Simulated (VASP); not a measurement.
Wanted: the native input for a VASP 6.6.1 run.

- Task: single point
- Functional: PBE
- Potentials or basis: VASP PAW PBE potentials, release 64 (Sc_sv)
- Cutoff: 520 eV
- k mesh: 16 × 16 × 16
- Occupations: fermi-dirac, width 0.08 eV
- Spin: no spin polarisation
- Dipole correction: no
- Further INCAR settings: ALGO = Normal; EDIFF = 1e-06; NBANDS = 12

The structure of Sc lies in POSCAR:

```
Sc
1.0
    0.0000000000      1.8354594251      1.8354594251
    1.8354594251      0.0000000000      1.8354594251
    1.8354594251      1.8354594251      0.0000000000
Sc
1
Direct
    0.0000000000      0.0000000000      0.0000000000
```

This isn't the form of Sc at room conditions, which is hcp.

One way to write it, as run:

INCAR

```
PREC = Accurate
ENCUT = 520
EDIFF = 1E-6
ISMEAR = -1
SIGMA = 0.08
LREAL = False
LASPH = True
NELM = 100
ALGO = Normal
ISIF = 2
LWAVE = False
LCHARG = True
GGA = PE
LELF = True
LVHAR = True
NBANDS = 12
```

KPOINTS

```
regular mesh
0
Gamma
  16 16 16
```

Potentials or basis: VASP PAW PBE potentials, release 64 (Sc_sv).

Command:

```console
$ cat potpaw_PBE.64/Sc_sv/POTCAR > POTCAR
$ mpirun -np 1 vasp_std > vasp.out
```

Results of the run:

| Item | Value |
| --- | --- |
| Pressure | 98.1 GPa |
| Band gap on the k mesh | zero (an odd number of electrons rules out a gap without spin polarisation) |

Caveat: the cell stands under pressure.

It took 7.4 s on 1 thread of Intel(R) Xeon(R) 6975P-C (Granite Rapids), on a shared host, peak memory 0.13 GiB.
